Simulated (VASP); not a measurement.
# Mg (P6_3/mmc) in VASP: relaxation of cell and atoms with LDA

Aim: the relaxation of cell and atoms of Mg with LDA.

Everything below comes from runs of VASP 6.6.1. Logs are shortened: lines on timing, memory, paths and dates and some standing lists are left out, and cuts for length are marked.

## (1) The cell of the first run

It takes space group P6_3/mmc (No. 194, hexagonal). Conventional cell: a = 3.209 Å, b = 3.209 Å, c = 5.210 Å, α = 90.00°, β = 90.00°, γ = 120.00°. Mg (site symmetry -6m2) has 12 Mg at 3.20 to 3.21 Å within 4.2 Å.

## (2) Relaxation of cell and atoms, LDA

File INCAR:

```
PREC = Accurate
ENCUT = 600
EDIFF = 1E-7
ISMEAR = -1
SIGMA = 0.1
LREAL = F
LASPH = T
NELM = 100
ALGO = Normal
ISIF = 3
LWAVE = F
LCHARG = F
GGA = CA
IBRION = 2
NSW = 100
EDIFFG = -0.002
```

File KPOINTS:

```
Automatic mesh
0
Gamma
  16 16 8
```

File POSCAR:

```
Mg
1.0
    3.2093000000      0.0000000000      0.0000000000
   -1.6046500000      2.7793353284      0.0000000000
    0.0000000000      0.0000000000      5.2103000000
Mg
2
Direct
    0.3333333333      0.6666666667      0.2500000000
    0.6666666667      0.3333333333      0.7500000000
```

Potentials or basis: VASP PAW LDA potentials, release 64 (Mg).

Command:

```console
$ cat potpaw_LDA.64/Mg/POTCAR > POTCAR
$ mpirun -np 1 vasp_std > vasp.out
```

OUTCAR:

```text
PREC = Accurate
   ENCUT = 600
   EDIFF = 1E-7
   ISMEAR = -1
   LREAL = F
   LASPH = T
   NELM = 100
   ISIF = 3
   GGA = CA
   IBRION = 2
   NSW = 100
   EDIFFG = -0.002

 ion  position               nearest neighbor table
   1  0.333  0.667  0.250-   2 3.20   2 3.20   2 3.20   2 3.20   2 3.20   2 3.20
   2  0.667  0.333  0.750-   1 3.20   1 3.20   1 3.20   1 3.20   1 3.20   1 3.20

  LATTYP: Found a hexagonal cell.
 ALAT       =     3.2093000000
 C/A-ratio  =     1.6235004518

  Lattice vectors:

 A1 = (   3.2093000000,   0.0000000000,   0.0000000000)
 A2 = (  -1.6046500000,   2.7793353284,   0.0000000000)
 A3 = (   0.0000000000,   0.0000000000,   5.2103000000)

Analysis of symmetry for initial positions (statically):
=====================================================================
 Subroutine PRICEL returns:
 Original cell was already a primitive cell.

 Routine SETGRP: Setting up the symmetry group for a
 hexagonal supercell.

 Subroutine GETGRP returns: Found 24 space group operations
 (whereof 12 operations were pure point group operations)
 out of a pool of 24 trial point group operations.

The static configuration has the point symmetry D_3d.
 The point group associated with its full space group is D_6h.

Analysis of symmetry for dynamics (positions and initial velocities):
=====================================================================
 Subroutine PRICEL returns:
 Original cell was already a primitive cell.

 Routine SETGRP: Setting up the symmetry group for a
 hexagonal supercell.

 Subroutine GETGRP returns: Found 24 space group operations
 (whereof 12 operations were pure point group operations)
 out of a pool of 24 trial point group operations.

The dynamic configuration has the point symmetry D_3d.
 The point group associated with its full space group is D_6h.

 Subroutine INISYM returns: Found 24 space group operations
 (whereof 12 operations are pure point group operations),
 and found     1 'primitive' translations

----------------------------------------------------------------------------------------

                                     Primitive cell

  volume of cell :      46.4744

  direct lattice vectors                    reciprocal lattice vectors
     3.209300000  0.000000000  0.000000000     0.311594429  0.179899127  0.000000000
    -1.604650000  2.779335328  0.000000000     0.000000000  0.359798255  0.000000000
     0.000000000  0.000000000  5.210300000     0.000000000  0.000000000  0.191927528

  length of vectors
     3.209300000  3.209300000  5.210300000     0.359798255  0.359798255  0.191927528

  position of ions in fractional coordinates (direct lattice)
     0.333333333  0.666666667  0.250000000
     0.666666667  0.333333333  0.750000000

  ion indices of the primitive-cell ions
   primitive index   ion index
                 1           1
                 2           2

----------------------------------------------------------------------------------------

 KPOINTS: Automatic mesh

Automatic generation of k-mesh.
 Grid dimensions read from file:
 generate k-points for:   16   16    8

 Generating k-lattice:

  Cartesian coordinates                     Fractional coordinates (reciprocal lattice)
     0.019474652  0.011243695  0.000000000     0.062500000 -0.000000000  0.000000000
     0.000000000  0.022487391  0.000000000     0.000000000  0.062500000  0.000000000
     0.000000000  0.000000000  0.023990941     0.000000000  0.000000000  0.125000000

  Length of vectors
     0.022487391  0.022487391  0.023990941

  Shift w.r.t. Gamma in fractional coordinates (k-lattice)
     0.000000000  0.000000000  0.000000000

 Subroutine IBZKPT returns following result:
 ===========================================

 Found    150 irreducible k-points:

 Following reciprocal coordinates:
            Coordinates               Weight
  0.000000  0.000000  0.000000      1.000000
  0.062500  0.000000  0.000000      6.000000
  0.125000  0.000000  0.000000      6.000000
  0.187500 -0.000000  0.000000      6.000000
  0.250000  0.000000  0.000000      6.000000
  0.312500  0.000000  0.000000      6.000000
[... 16 lines left out ...]
  0.187500  0.187500  0.000000      6.000000
  0.250000  0.187500  0.000000     12.000000
 [... further k-points ...]
   k-points           NKPTS =    150   k-points in BZ     NKDIM =    150   number of bands    NBANDS=      6
   number of dos      NEDOS =    301   number of ions     NIONS =      2
   total plane-waves  NPLWV =  32928
   dimension x,y,z NGX =    28 NGY =   28 NGZ =   42
   dimension x,y,z NGXF=    56 NGYF=   56 NGZF=   84
   ions per type =               2
   NGX,Y,Z   is equivalent  to a cutoff of  14.50, 14.50, 13.40 a.u.
   NGXF,Y,Z  is equivalent  to a cutoff of  29.01, 29.01, 26.80 a.u.
 SYSTEM =  unknown system
   PREC   = accura    normal or accurate (medium, high low for compatibility)
   ISTART =      0    job   : 0-new  1-cont  2-samecut
   ICHARG =      2    charge: 1-file 2-atom 10-const
   ISPIN  =      1    spin polarized calculation?
   LNONCOLLINEAR =      F non collinear calculations
   LSORBIT =      F    spin-orbit coupling
   LASPH  =      T    aspherical Exc in radial PAW
   ENCUT  =  600.0 eV  44.10 Ry    6.64 a.u.   6.41  6.41 10.41*2*pi/ulx,y,z
   NELM   =    100;   NELMIN=  2; NELMDL= -5     # of ELM steps
   EDIFF  = 0.1E-06   stopping-criterion for ELM
   LREAL  =      F    real-space projection
   EDIFFG = -.2E-02   stopping-criterion for IOM
   NSW    =    100    number of steps for IOM
   IBRION =      2    ionic relax: 0-MD 1-quasi-New 2-CG
   NFREE  =      1    steps in history (QN), initial steepest desc. (CG)
   ISIF   =      3    stress and relaxation
   ISYM   =      2    0-nonsym 1-usesym 2-fastsym
   POTIM  = 0.5000    time-step for ionic-motion
   TEBEG  =    0.0;   TEEND  =   0.0 temperature during run
   PSTRESS=    0.0 pullay stress
   NELECT =       4.0000    total number of electrons
   NUPDOWN=      -1.0000    fix difference up-down
   EMIN   =  10.00;   EMAX   =-10.00  energy-range for DOS
   EFERMI =   0.00;   METHOD = LEGACY
   ISMEAR =    -1;   SIGMA  =   0.10  broadening in eV -4-tet -1-fermi 0-gaus
   EFERMI_NEDOS =   21; number of points for ismear=-14 and -15
   IALGO  =     38    algorithm
   IMIX   =      4    mixing-type and parameters
     AMIX     =   0.40;   BMIX     =  1.00
     AMIX_MAG =   1.60;   BMIX_MAG =  1.00
  volume/ion in A,a.u.               =      23.24       156.81
  Fermi-wavevector in a.u.,A,eV,Ry     =   0.722809  1.365911  7.108401  0.522453
  Thomas-Fermi vector in A             =   1.812866
   LORBIT       =      0    0 simple, 1 ext, 2 COOP (PROOUT), +10 PAW based schemes
   GGA     = CA    functional components
   LHFCALC =     F    Hartree Fock is set to
   AEXX    =    0.0000 exact exchange contribution
   IVDW    =     0    specifies the selected vdW correction
   LEPSILON=     F    determine dielectric tensor
   LRPA    =     F    only Hartree local field effects (RPA)
 conjugate gradient relaxation of ions
 non-spin polarized calculation
  energy-cutoff  :      600.00
  volume of cell :       46.47
 maximum number of plane-waves:      1578
 NGX is ok and might be reduce to    28
   NGX = 13   NGY = 13   NGZ = 21

--------------------------------------- Ionic step        1  -------------------------------------------

 number of electron       4.0000000 magnetization

 Free energy of the ion-electron system (eV)
  ---------------------------------------------------
  ext. energy  EPLUGINS =         0.00000000
  ---------------------------------------------------
  free energy    TOTEN  =        -3.59834892 eV

  energy without entropy =       -3.56761390  energy(sigma->0) =       -3.58298141

------------------------ aborting loop because EDIFF is reached ----------------------------------------

  FORCE on cell =-STRESS in cart. coord.  units (eV):
  Direction    XX          YY          ZZ          XY          YZ          ZX
  --------------------------------------------------------------------------------------
  -------------------------------------------------------------------------------------
  Total       -0.7818266     -0.7818266     -0.8335531      0.0000000      0.0000000      0.0000000
  in kB      -26.9529950    -26.9529950    -28.7362347      0.0000000      0.0000000      0.0000000
  external PRESSURE =     -27.5474082 kB  Pullay stress =       0.0000000 kB
[... 237 lines left out ...]
  energy  without entropy=       -3.6027565875  energy(sigma->0) =       -3.61699073

--------------------------------------- Ionic step        8  -------------------------------------------

 number of electron       4.0000000 magnetization

 Free energy of the ion-electron system (eV)
  ---------------------------------------------------
  ext. energy  EPLUGINS =         0.00000000
  ---------------------------------------------------
  free energy    TOTEN  =        -3.63122763 eV

  energy without entropy =       -3.60273865  energy(sigma->0) =       -3.61698314

 E-fermi :   2.8399     XC(G=0):  -8.8992

 val. band max:        2.8298195276   @ k =   0.4375   0.0000   0.2500
 cond. band min:       2.8431922752   @ k =   0.3125   0.3125   0.2500
 fundamental gap:      0.0133727476
 Fermi energy:         2.8399284802

 k-point     1 :       0.0000    0.0000    0.0000
  band No.  band energies     occupation
      1      -4.3858      2.00000
      2       1.1053      2.00000
      3       1.6245      1.99999
      4      14.0359      0.00000
      5      14.0359      0.00000
      6      14.2003      0.00000

 k-point     2 :       0.0625    0.0000    0.0000
  band No.  band energies     occupation
      1      -4.3059      2.00000
      2       1.1775      2.00000
      3       1.7020      1.99998
      4      12.3898      0.00000
      5      13.1313      0.00000
      6      13.9660      0.00000
[... 190 lines left out ...]
 k-point    24 :       0.2500    0.1875    0.0000
  band No.  band energies     occupation
      1      -1.4748      2.00000
      2       3.7863      0.00016
      3       3.8815      0.00006
      4       4.9599      0.00000
      5       6.1736      0.00000
      6       9.5863      0.00000

 [... further k-points ...]
[... 5 lines left out ...]
  --------------------------------------------------------------------------------------
  -------------------------------------------------------------------------------------
  Total       -0.0013524     -0.0013524     -0.0016250      0.0000000     -0.0000000      0.0000000
  in kB       -0.0504766     -0.0504766     -0.0606536      0.0000000     -0.0000000      0.0000000
  external PRESSURE =      -0.0538690 kB  Pullay stress =       0.0000000 kB
[... 17 lines left out ...]
  FREE ENERGIE OF THE ION-ELECTRON SYSTEM (eV)
  ---------------------------------------------------
  free  energy   TOTEN  =        -3.6312276254 eV

  energy  without entropy=       -3.6027386526  energy(sigma->0) =       -3.61698314

 reached required accuracy - stopping structural energy minimisation
```

Wall time 90 s (1 thread of Oxide Virtual Turin-like, shared host); peak memory 0.17 GiB.

What came out:

- Free energy: -3.6312 eV
- Relaxed volume: 21.46 Å³/atom
- Relaxed cell: a = 3.133 Å, b = 3.133 Å, c = 5.050 Å, α = 90.00°, β = 90.00°, γ = 120.00°
- Space group after relaxing (to 0.1 Å): P6_3/mmc (No. 194)
- Energy gained by relaxing: 16.4 meV/atom
- Ionic steps: 8
- Pressure after relaxing: 0.0 GPa
- Band gap on the k mesh: zero (bands 2 and 3 overlap by 2.21 eV)

Step by step:
| step | energy change (eV) | largest force (eV/Å) | pressure (GPa) | volume (Å³) |
| --- | --- | --- | --- | --- |
| 1 | 0.0000 | 0.0000 | -2.75 | 46.47 |
| 2 | -0.0303 | 0.0000 | -0.83 | 43.84 |
| 3 | -0.0327 | 0.0000 | -0.04 | 42.96 |
| 4 | -0.0328 | 0.0000 | 0.03 | 42.89 |
| 5 | -0.0328 | 0.0000 | 0.03 | 42.89 |
| 6 | -0.0329 | 0.0000 | 0.03 | 42.89 |
| 7 | -0.0329 | 0.0000 | 0.03 | 42.89 |
| 8 | -0.0329 | 0.0000 | -0.01 | 42.93 |

Final structure:
```xyz
2
Lattice="3.1330 0.0000 0.0000 -1.5665 2.7133 0.0000 0.0000 0.0000 5.0496" Properties=species:S:1:pos:R:3 pbc="T T T"
Mg    0.0000    1.8089    1.2624
Mg    1.5665    0.9044    3.7872
```
